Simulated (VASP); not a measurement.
# Ti3N3O in VASP: single point with PBE

Aim: the single point of Ti3N3O with PBE.

Everything below comes from runs of VASP 6.6.1. Logs are shortened: lines on timing, memory, paths and dates and some standing lists are left out, and cuts for length are marked.

## 1. The cell of the first run

The cell holds a slab with vacuum, 7 atoms: a = 3.003 Å, b = 3.003 Å, c = 23.054 Å, α = 90.00°, β = 90.00°, γ = 120.00°.

## 2. Single point, PBE, collinear spin, ferromagnetic start

Contents of INCAR:

```
SYSTEM = Ti3N3O
  PREC = Accurate
  ENCUT = 520
  EDIFF = 1E-6
  ISMEAR = 0
  SIGMA = 0.1
  LREAL = .False.
  LASPH = .True.
  NELM = 150
  ALGO = Normal
  ISIF = 2
  LWAVE = .False.
  LCHARG = .False.
  ISPIN = 2
  MAGMOM = 0 0 0 0 0 0 2
  LORBIT = 11
  LMAXMIX = 4
  LDIPOL = .True.
  IDIPOL = 3
  DIPOL = 0.5 0.5 0.340
  GGA = PE
  NBANDS = 42
```

Contents of KPOINTS:

```
Automatic mesh
0
Gamma
  9 9 1
  0 0 0
```

Contents of POSCAR:

```
Ti3N3O
1.0
    3.0028555065      0.0000000000      0.0000000000
   -1.5014277533      2.6005491526      0.0000000000
    0.0000000000      0.0000000000     23.0541471875
N Ti O
3 3 1
Direct
    0.3333333333      0.6666666667      0.1735045746
    0.0000000000      0.0000000000      0.2798551255
    0.6666666667      0.3333333333      0.3877458571
    0.6666666667      0.3333333333      0.2266798501
    0.3333333333      0.6666666667      0.3342486897
    0.0000000000      0.0000000000      0.4361101326
    0.5000000000      0.0000000000      0.5406466388
```

Potentials or basis: VASP PAW PBE potentials, release 64 (N, Ti_sv, O).

Run with:

```
> cat potpaw_PBE.64/N/POTCAR potpaw_PBE.64/Ti_sv/POTCAR potpaw_PBE.64/O/POTCAR > POTCAR
> mpirun -np 1 vasp_std > vasp.out
```

OUTCAR:

```text
SYSTEM = Ti3N3O
   PREC = Accurate
   ENCUT = 520
   EDIFF = 1E-6
   ISMEAR = 0
   LREAL = .False.
   LASPH = .True.
   NELM = 150
   ISIF = 2
   ISPIN = 2
   LORBIT = 11
   GGA = PE

 ion  position               nearest neighbor table
   1  0.333  0.667  0.174-   4 2.12   4 2.12   4 2.12
   2  0.000  0.000  0.280-   4 2.12   4 2.12   4 2.12   5 2.14   5 2.14   5 2.14
   3  0.667  0.333  0.388-   6 2.06   6 2.06   6 2.06   5 2.13   5 2.13   5 2.13
   4  0.667  0.333  0.227-   2 2.12   2 2.12   2 2.12   1 2.12   1 2.12   1 2.12
   5  0.333  0.667  0.334-   3 2.13   3 2.13   3 2.13   2 2.14   2 2.14   2 2.14   6 2.92   6 2.92
                             6 2.92
   6  0.000  0.000  0.436-   3 2.06   3 2.06   3 2.06   5 2.92   5 2.92   5 2.92
   7  0.500  0.000  0.541-

  LATTYP: Found a hexagonal cell.
 ALAT       =     3.0028555065
 C/A-ratio  =     7.6774080996

  Lattice vectors:

 A1 = (   3.0028555065,   0.0000000000,   0.0000000000)
 A2 = (  -1.5014277533,   2.6005491526,   0.0000000000)
 A3 = (   0.0000000000,   0.0000000000,  23.0541471875)

Analysis of symmetry for initial positions (statically):
=====================================================================
 Subroutine PRICEL returns:
 Original cell was already a primitive cell.

 Routine SETGRP: Setting up the symmetry group for a
 hexagonal supercell.

 Subroutine GETGRP returns: Found  2 space group operations
 (whereof  2 operations were pure point group operations)
 out of a pool of 24 trial point group operations.

The static configuration has the point symmetry C_1h.

Analysis of symmetry for dynamics (positions and initial velocities):
=====================================================================
 Subroutine PRICEL returns:
 Original cell was already a primitive cell.

 Routine SETGRP: Setting up the symmetry group for a
 hexagonal supercell.

 Subroutine GETGRP returns: Found  2 space group operations
 (whereof  2 operations were pure point group operations)
 out of a pool of 24 trial point group operations.

The dynamic configuration has the point symmetry C_1h.

Analysis of structural, dynamic, and magnetic symmetry:
=====================================================================
 Subroutine PRICEL returns:
 Original cell was already a primitive cell.

 Routine SETGRP: Setting up the symmetry group for a
 hexagonal supercell.

 Subroutine GETGRP returns: Found  2 space group operations
 (whereof  2 operations were pure point group operations)
 out of a pool of 24 trial point group operations.

The overall configuration has the point symmetry C_1h.

 Subroutine INISYM returns: Found  2 space group operations
 (whereof  2 operations are pure point group operations),
 and found     1 'primitive' translations

----------------------------------------------------------------------------------------

                                     Primitive cell

  volume of cell :     180.0315

  direct lattice vectors                    reciprocal lattice vectors
     3.002855506  0.000000000  0.000000000     0.333016357  0.192267083  0.000000000
    -1.501427753  2.600549153  0.000000000     0.000000000  0.384534166  0.000000000
     0.000000000  0.000000000 23.054147187     0.000000000  0.000000000  0.043376144

  length of vectors
     3.002855506  3.002855507 23.054147187     0.384534166  0.384534166  0.043376144

  position of ions in fractional coordinates (direct lattice)
     0.333333333  0.666666667  0.173504575
     0.000000000  0.000000000  0.279855125
     0.666666667  0.333333333  0.387745857
     0.666666667  0.333333333  0.226679850
     0.333333333  0.666666667  0.334248690
     0.000000000  0.000000000  0.436110133
     0.500000000  0.000000000  0.540646639

  ion indices of the primitive-cell ions
   primitive index   ion index
                 1           1
                 2           2
                 3           3
                 4           4
                 5           5
                 6           6
                 7           7

----------------------------------------------------------------------------------------

 KPOINTS: Automatic mesh

[... 56 lines left out ...]
 SYSTEM =  Ti3N3O
   PREC   = accura    normal or accurate (medium, high low for compatibility)
   ISTART =      0    job   : 0-new  1-cont  2-samecut
   ICHARG =      2    charge: 1-file 2-atom 10-const
   ISPIN  =      2    spin polarized calculation?
   LNONCOLLINEAR =      F non collinear calculations
   LSORBIT =      F    spin-orbit coupling
   LASPH  =      T    aspherical Exc in radial PAW
   ENCUT  =  520.0 eV  38.22 Ry    6.18 a.u.   5.58  5.58 42.87*2*pi/ulx,y,z
   NELM   =    150;   NELMIN=  2; NELMDL= -5     # of ELM steps
   EDIFF  = 0.1E-05   stopping-criterion for ELM
   LREAL  =      F    real-space projection
   EDIFFG = 0.1E-04   stopping-criterion for IOM
   NSW    =      0    number of steps for IOM
   IBRION =     -1    ionic relax: 0-MD 1-quasi-New 2-CG
   NFREE  =      0    steps in history (QN), initial steepest desc. (CG)
   ISIF   =      2    stress and relaxation
   ISYM   =      2    0-nonsym 1-usesym 2-fastsym
   POTIM  = 0.5000    time-step for ionic-motion
   TEBEG  =    0.0;   TEEND  =   0.0 temperature during run
   PSTRESS=    0.0 pullay stress
   NELECT =      57.0000    total number of electrons
   NUPDOWN=      -1.0000    fix difference up-down
   EMIN   =  10.00;   EMAX   =-10.00  energy-range for DOS
   EFERMI =   0.00;   METHOD = LEGACY
   ISMEAR =     0;   SIGMA  =   0.10  broadening in eV -4-tet -1-fermi 0-gaus
   EFERMI_NEDOS =   21; number of points for ismear=-14 and -15
   IALGO  =     38    algorithm
   IMIX   =      4    mixing-type and parameters
     AMIX     =   0.40;   BMIX     =  1.00
     AMIX_MAG =   1.60;   BMIX_MAG =  1.00
  volume/ion in A,a.u.               =      25.72       173.56
  Fermi-wavevector in a.u.,A,eV,Ry     =   1.115793  2.108543 16.939169  1.244994
  Thomas-Fermi vector in A             =   2.252401
   LORBIT       =     11    0 simple, 1 ext, 2 COOP (PROOUT), +10 PAW based schemes
   GGA     = PE    functional components
   LHFCALC =     F    Hartree Fock is set to
   AEXX    =    0.0000 exact exchange contribution
   IVDW    =     0    specifies the selected vdW correction
   LEPSILON=     F    determine dielectric tensor
   LRPA    =     F    only Hartree local field effects (RPA)
 spin polarized calculation
 Gauss-broadening in eV      SIGMA  =   0.10
  energy-cutoff  :      520.00
  volume of cell :      180.03
 maximum number of plane-waves:      4899
   NGX = 11   NGY = 11   NGZ = 85

 dipolmoment           0.000000      0.000000     -0.001517 electrons x Angstroem

 number of electron      57.0000011 magnetization       1.0945384

 dipolmoment           0.000000      0.000000      0.005620 electrons x Angstroem

 Free energy of the ion-electron system (eV)
  ---------------------------------------------------
  ext. energy  EPLUGINS =         0.00000000
  ---------------------------------------------------
  free energy    TOTEN  =       -58.59492893 eV

  energy without entropy =      -58.58080620  energy(sigma->0) =      -58.58786756

 E-fermi :  -1.6449     XC(G=0):  -5.6290

 val. band max:       -1.6676326371   @ k =  -0.2222   0.1111   0.0000
 cond. band min:      -1.6140518758   @ k =  -0.3333   0.2222   0.0000
 fundamental gap:      0.0535807613
 Fermi energy:        -1.6448904980

 spin component 1

 k-point     1 :       0.0000    0.0000    0.0000
  band No.  band energies     occupation
      1     -59.2729      1.00000
      2     -59.1010      1.00000
      3     -58.1914      1.00000
      4     -35.7529      1.00000
      5     -35.3306      1.00000
      6     -35.3260      1.00000
[... 1021 lines left out ...]
     39       1.9811      0.00000
     40       2.2579      0.00000

 [... further k-points ...]

 spin component 2

 k-point     1 :       0.0000    0.0000    0.0000
  band No.  band energies     occupation
      1     -59.2784      1.00000
      2     -59.2076      1.00000
      3     -58.1886      1.00000
      4     -35.8104      1.00000
      5     -35.4155      1.00000
      6     -35.3086      1.00000
[... 1021 lines left out ...]
     39       1.9285      0.00000
     40       2.2524      0.00000

 [... further k-points ...]

 [bands above 40 left out]

------------------------ aborting loop because EDIFF is reached ----------------------------------------

 vacuum level on the upper side and lower side of the slab       (xc-potential included)         0.009        -0.027

  FORCE on cell =-STRESS in cart. coord.  units (eV):
  Direction    XX          YY          ZZ          XY          YZ          ZX
  --------------------------------------------------------------------------------------
  -------------------------------------------------------------------------------------
  Total       -2.7636519     -1.5503074    -10.3891530      0.0000000     -0.0466043      0.0000000
  in kB      -24.5949172    -13.7968465    -92.4575030      0.0000000     -0.4147512      0.0000000
  external PRESSURE =     -43.6164222 kB  Pullay stress =       0.0000000 kB

 VOLUME and BASIS-vectors are now :
 -----------------------------------------------------------------------------
  energy-cutoff  :      520.00
  volume of cell :      180.03
      direct lattice vectors                 reciprocal lattice vectors
     3.002855506  0.000000000  0.000000000     0.333016357  0.192267083  0.000000000
    -1.501427753  2.600549153  0.000000000     0.000000000  0.384534166  0.000000000
     0.000000000  0.000000000 23.054147187     0.000000000  0.000000000  0.043376144

 POSITION                                       TOTAL-FORCE (eV/Angst)
 -----------------------------------------------------------------------------------
     -0.00000      1.73370      4.00000         0.000000     -0.003519      4.238791
      0.00000      0.00000      6.45182        -0.000000      0.009133      1.316108
      1.50143      0.86685      8.93915        -0.000000      0.066417      0.150012
      1.50143      0.86685      5.22591        -0.000000      0.002764     -5.516430
     -0.00000      1.73370      7.70582         0.000000     -0.028667     -0.150065
      0.00000      0.00000     10.05415         0.000000     -0.039926      2.754121
      1.50143      0.00000     12.46415         0.000000     -0.006202     -2.792537
 -----------------------------------------------------------------------------------
    total drift:                               -0.000000     -0.000022      0.000360

  FREE ENERGIE OF THE ION-ELECTRON SYSTEM (eV)
  ---------------------------------------------------
  free  energy   TOTEN  =       -58.5949289284 eV

  energy  without entropy=      -58.5808061952  energy(sigma->0) =      -58.58786756

 vacuum level on the upper side and lower side of the slab         6.609         6.575

 total charge

# of ion       s       p       d       tot
------------------------------------------
    1        1.311   2.199   0.000   3.510
    2        1.250   2.493   0.000   3.743
    3        1.251   2.503   0.000   3.754
    4        2.193   6.225   1.884  10.302
    5        2.180   6.222   1.972  10.374
    6        2.169   6.147   1.964  10.280
    7        1.620   2.978   0.000   4.598
--------------------------------------------------
tot         11.974  28.768   5.820  46.563

 magnetization (x)

# of ion       s       p       d       tot
------------------------------------------
    1       -0.001  -0.011   0.000  -0.011
    2       -0.000  -0.001   0.000  -0.001
    3       -0.000   0.004   0.000   0.004
    4       -0.000  -0.000   0.003   0.002
    5        0.000   0.000   0.033   0.034
    6       -0.007  -0.014  -0.139  -0.160
    7        0.010   1.093   0.000   1.103
--------------------------------------------------
tot          0.002   1.071  -0.103   0.971
```

Wall time 20 min (1 thread of Intel Xeon Platinum 8488C (Sapphire Rapids), shared host); peak memory 0.55 GiB.

Results:

```
Free energy                                           : -58.5949 eV
Largest force                                         : 5.516 eV/Å
Net moment                                            : 1.09 μB per cell
Site moments                                          : N -0.01, -0.00, +0.00; Ti +0.00, +0.03, -0.16; O +1.10 μB
Valence electrons inside the program's atomic spheres : N 3.51, 3.74, 3.75; Ti 10.30, 10.37, 10.28; O 4.60
```

Forces on the atoms (eV/Å):
```
N    0.000 -0.004  4.239
N    0.000  0.009  1.316
N    0.000  0.066  0.150
Ti   0.000  0.003 -5.516
Ti   0.000 -0.029 -0.150
Ti   0.000 -0.040  2.754
O    0.000 -0.006 -2.793
```
